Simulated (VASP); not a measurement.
# K2BaTaO6 (a cell with a defect): single point with PBEsol

The system is K2BaTaO6 (a cell with a defect).

```
CELL_PARAMETERS angstrom
7.97088 0.00000 0.00000
0.00000 3.98544 0.00000
0.00000 0.00000 3.98544
ATOMIC_POSITIONS crystal
K 0.00121 0.99174 0.00100
K 0.50592 0.99519 0.98625
Ba 0.25037 0.49562 0.52104
Ta 0.75333 0.50089 0.51060
O 0.25067 0.49330 0.99247
O 0.74642 0.49381 0.99968
O 0.00416 0.49730 0.50618
O 0.50281 0.48841 0.49130
O 0.25271 0.99461 0.49551
O 0.75340 0.99113 0.49933
```

- Program: VASP 6.6.1
- Task: single point
- Functional: PBEsol
- Potentials or basis: VASP PAW PBE potentials, release 64 (K_sv, Ba_sv, Ta_pv, O)
- Cutoff: 520 eV
- k mesh: 2 × 2 × 2, shifted
- Occupations: fermi-dirac, width 0.05 eV
- Spin: no spin polarisation

```
Largest force : 12.075 eV/Å
```

Forces in eV/Å, atoms in the order of the input:
```
K     0.194   0.070   0.124
K    -0.287   0.016   0.291
Ba    1.972  -0.144  -5.393
Ta   -0.868  -0.329  -0.580
O    -0.209  -0.097   5.574
O     0.574   0.095   0.253
O   -12.067  -0.157  -0.426
O    10.685  -0.190  -0.494
O    -0.132   0.375   0.451
O     0.138   0.362   0.201
```

Levels at points of the mesh, in eV from the Fermi level:
```csv
k point,band 34,band 35,band 36,band 37,band 38,band 39,band 40,band 41,band 42,band 43
"(0.25, 0.25, 0.25)",-3.56,-3.51,-3.26,-0.56,-0.39,0.39,1.32,1.64,1.71,5.19
```

Run time: 61 s on 1 thread of Intel Xeon 6975P-C (shared host), peak memory 0.24 GiB.

Caveat: the k points lie up to 0.79 Å⁻¹ apart; the cell carries a net charge on a neutralising background, which shifts energy and pressure; the cell is charged against a uniform background, so pressure and absolute levels hang on convention; the PAW data sets were made with another functional, which shifts forces and pressure a little; spin-orbit coupling is left out, which moves the levels of the heavy elements.
